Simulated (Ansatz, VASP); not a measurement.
## HfB2 in VASP and in Ansatz

```
Hf B
1.0
     3.13268    0.00000    0.00000
    -1.56634    2.71298    0.00000
     0.00000    0.00000    3.47921
Hf B
1 2
Direct
  0.00000 0.00000 0.00000
  0.33333 0.66667 0.50000
  0.66667 0.33333 0.50000
```

Alike in both runs: task single point; functional PBE; k mesh 9 × 9 × 8; occupations gaussian, width 0.1 eV; no spin polarisation.

|  | VASP | Ansatz |
| --- | --- | --- |
| version | VASP 6.6.1 | Ansatz 0.2.0 |
| potentials or method | VASP PAW PBE potentials, release 64 (Hf_pv, B), cutoff 520 eV | scalar-relativistic, plane waves, PAW |
| valence electrons in the cell | 16 | 32 |

```csv
,VASP,Ansatz,Ansatz less VASP
gap on the k mesh at the Fermi level (eV),none,none,-
pressure (GPa),2.4,2.7,+0.36
"traceless stress, the component that is largest in VASP (GPa)",-0.54,-0.78,-0.242
```

A gap of «none» marks a metal or a gap that the smearing closes. VASP's potentials hold 16 valence electrons a cell and Ansatz's 32, so a difference there can come from the potentials and not from the codes.

Spin-orbit coupling is off throughout.
